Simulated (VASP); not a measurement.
# Bi (Im-3m) in VASP: single point with LDA

Aim: the single point of Bi with LDA.

Everything below comes from runs of VASP 6.6.1. Logs are shortened: lines on timing, memory, paths and dates and some standing lists are left out, and cuts for length are marked.

## (1) The cell of the first run

It takes space group Im-3m (No. 229, cubic). The conventional cell has a = 3.963 Å, b = 3.963 Å, c = 3.963 Å, α = 90.00°, β = 90.00°, γ = 90.00°. Within 4.5 Å of Bi (site symmetry m-3m) lie 14 Bi at 3.43 to 3.96 Å.

## (2) Single point, LDA

Contents of INCAR:

```
PREC = Accurate
ENCUT = 520
EDIFF = 1E-7
ISMEAR = -1
SIGMA = 0.1
LREAL = F
LASPH = T
NELM = 80
ALGO = Normal
ISIF = 2
LWAVE = F
LCHARG = T
LELF = T
LVHAR = T
NBANDS = 14
```

Contents of KPOINTS:

```
Automatic mesh
0
Gamma
  5 5 5
```

Contents of POSCAR:

```
Bi
1.0
   -1.9814310000      1.9814310000      1.9814310000
    1.9814310000     -1.9814310000      1.9814310000
    1.9814310000      1.9814310000     -1.9814310000
Bi
1
Direct
    0.0000000000      0.0000000000      0.0000000000
```

Potentials or basis: VASP PAW LDA potentials, release 64 (Bi_d).

The run is started by

```bash
cat potpaw_LDA.64/Bi_d/POTCAR > POTCAR
mpirun -np 1 vasp_std > vasp.out
```

OUTCAR:

```text
PREC = Accurate
   ENCUT = 520
   EDIFF = 1E-7
   ISMEAR = -1
   LREAL = F
   LASPH = T
   NELM = 80
   ISIF = 2

 ion  position               nearest neighbor table
   1  0.000  0.000  0.000-

  LATTYP: Found a body centered cubic cell.
 ALAT       =     3.9628620000

  Lattice vectors:

 A1 = (  -1.9814310000,   1.9814310000,   1.9814310000)
 A2 = (   1.9814310000,  -1.9814310000,   1.9814310000)
 A3 = (   1.9814310000,   1.9814310000,  -1.9814310000)

Analysis of symmetry for initial positions (statically):
=====================================================================
 Subroutine PRICEL returns:
 Original cell was already a primitive cell.

 Routine SETGRP: Setting up the symmetry group for a
 body centered cubic supercell.

 Subroutine GETGRP returns: Found 48 space group operations
 (whereof 48 operations were pure point group operations)
 out of a pool of 48 trial point group operations.

The static configuration has the point symmetry O_h .

Analysis of symmetry for dynamics (positions and initial velocities):
=====================================================================
 Subroutine PRICEL returns:
 Original cell was already a primitive cell.

 Routine SETGRP: Setting up the symmetry group for a
 body centered cubic supercell.

 Subroutine GETGRP returns: Found 48 space group operations
 (whereof 48 operations were pure point group operations)
 out of a pool of 48 trial point group operations.

The dynamic configuration has the point symmetry O_h .

 Subroutine INISYM returns: Found 48 space group operations
 (whereof 48 operations are pure point group operations),
 and found     1 'primitive' translations

----------------------------------------------------------------------------------------

                                     Primitive cell

  volume of cell :      31.1169

  direct lattice vectors                    reciprocal lattice vectors
    -1.981431000  1.981431000  1.981431000     0.000000000  0.252342877  0.252342877
     1.981431000 -1.981431000  1.981431000     0.252342877  0.000000000  0.252342877
     1.981431000  1.981431000 -1.981431000     0.252342877  0.252342877  0.000000000

  length of vectors
     3.431939164  3.431939164  3.431939164     0.356866720  0.356866720  0.356866720

  position of ions in fractional coordinates (direct lattice)
     0.000000000  0.000000000  0.000000000

  ion indices of the primitive-cell ions
   primitive index   ion index
                 1           1
[... 64 lines left out ...]
   ISYM   =      2    0-nonsym 1-usesym 2-fastsym
   POTIM  = 0.5000    time-step for ionic-motion
   TEBEG  =    0.0;   TEEND  =   0.0 temperature during run
   PSTRESS=    0.0 pullay stress
   NELECT =      15.0000    total number of electrons
   NUPDOWN=      -1.0000    fix difference up-down
   EMIN   =  10.00;   EMAX   =-10.00  energy-range for DOS
   EFERMI =   0.00;   METHOD = LEGACY
   ISMEAR =    -1;   SIGMA  =   0.10  broadening in eV -4-tet -1-fermi 0-gaus
   EFERMI_NEDOS =   21; number of points for ismear=-14 and -15
   IALGO  =     38    algorithm
   IMIX   =      4    mixing-type and parameters
     AMIX     =   0.40;   BMIX     =  1.00
     AMIX_MAG =   1.60;   BMIX_MAG =  1.00
  volume/ion in A,a.u.               =      31.12       209.99
  Fermi-wavevector in a.u.,A,eV,Ry     =   1.283629  2.425708 22.418378  1.647704
  Thomas-Fermi vector in A             =   2.415871
   LORBIT       =      0    0 simple, 1 ext, 2 COOP (PROOUT), +10 PAW based schemes
   GGA     = CA    functional components
   LHFCALC =     F    Hartree Fock is set to
   AEXX    =    0.0000 exact exchange contribution
   IVDW    =     0    specifies the selected vdW correction
   LEPSILON=     F    determine dielectric tensor
   LRPA    =     F    only Hartree local field effects (RPA)
 non-spin polarized calculation
  energy-cutoff  :      520.00
  volume of cell :       31.12
 maximum number of plane-waves:       887
 NGX is ok and might be reduce to    28
   NGX = 13   NGY = 13   NGZ = 13

 number of electron      14.9999994 magnetization

 Free energy of the ion-electron system (eV)
  ---------------------------------------------------
  ext. energy  EPLUGINS =         0.00000000
  ---------------------------------------------------
  free energy    TOTEN  =        -4.37560529 eV

  energy without entropy =       -4.32185584  energy(sigma->0) =       -4.34873056

 E-fermi :   7.8887     XC(G=0): -10.5315

 val. band max:        7.7867501879   @ k =  -0.2000   0.2000   0.2000
 cond. band min:       7.8902028463   @ k =  -0.4000   0.4000   0.2000
 fundamental gap:      0.1034526583
 Fermi energy:         7.8887307540

 k-point     1 :       0.0000    0.0000    0.0000
  band No.  band energies     occupation
      1     -15.3069      2.00000
      2     -15.3069      2.00000
      3     -15.3069      2.00000
      4     -15.1762      2.00000
      5     -15.1762      2.00000
      6      -5.8616      2.00000
      7      12.7173      0.00000
      8      12.7173      0.00000
      9      12.7173      0.00000
     10      16.9010      0.00000
     11      18.1968      0.00000
     12      18.1968      0.00000
     13      18.1968      0.00000
     14      19.3902      0.00000
[... 139 lines left out ...]
      1     -15.3030      2.00000
      2     -15.2898      2.00000
      3     -15.1359      2.00000
      4     -15.1359      2.00000
      5     -15.1311      2.00000
      6      -1.3657      2.00000
      7       5.5338      2.00000
      8       6.2975      2.00000
      9       6.2975      2.00000
     10      11.5762      0.00000
     11      13.3024      0.00000
     12      22.2629      0.00000
     13      23.3760      0.00000
     14      23.3760      0.00000

------------------------ aborting loop because EDIFF is reached ----------------------------------------

  FORCE on cell =-STRESS in cart. coord.  units (eV):
  Direction    XX          YY          ZZ          XY          YZ          ZX
  --------------------------------------------------------------------------------------
  -------------------------------------------------------------------------------------
  Total       -0.6465695     -0.6465695     -0.6465695     -0.0000000     -0.0000000      0.0000000
  in kB      -33.2911623    -33.2911623    -33.2911623     -0.0000000     -0.0000000      0.0000000
  external PRESSURE =     -33.2911623 kB  Pullay stress =       0.0000000 kB

 VOLUME and BASIS-vectors are now :
 -----------------------------------------------------------------------------
  energy-cutoff  :      520.00
  volume of cell :       31.12
      direct lattice vectors                 reciprocal lattice vectors
    -1.981431000  1.981431000  1.981431000     0.000000000  0.252342877  0.252342877
     1.981431000 -1.981431000  1.981431000     0.252342877  0.000000000  0.252342877
     1.981431000  1.981431000 -1.981431000     0.252342877  0.252342877  0.000000000

 POSITION                                       TOTAL-FORCE (eV/Angst)
 -----------------------------------------------------------------------------------
      0.00000      0.00000      0.00000         0.000000      0.000000     -0.000000
 -----------------------------------------------------------------------------------
    total drift:                               -0.000000     -0.000000     -0.000000

  FREE ENERGIE OF THE ION-ELECTRON SYSTEM (eV)
  ---------------------------------------------------
  free  energy   TOTEN  =        -4.3756052883 eV

  energy  without entropy=       -4.3218558410  energy(sigma->0) =       -4.34873056
```

Run time: 6.7 s. Hardware: 1 thread of Intel Xeon Platinum 8488C (Sapphire Rapids), shared host; peak memory 0.13 GiB.

Results:

| Quantity | Value |
| --- | --- |
| Free energy | -4.3756 eV |
| Pressure | -3.3 GPa |

Levels at points of the mesh, in eV from the Fermi level:
```
           k point  band 4  band 5  band 6  band 7  band 8  band 9  band 10  band 11
(0.00, 0.00, 0.00)  -23.06  -23.06  -13.75    4.83    4.83    4.83     9.01    10.31
```

Caveat: the k points lie up to 0.45 Å⁻¹ apart; spin-orbit coupling is left out, which moves the levels of the heavy elements.
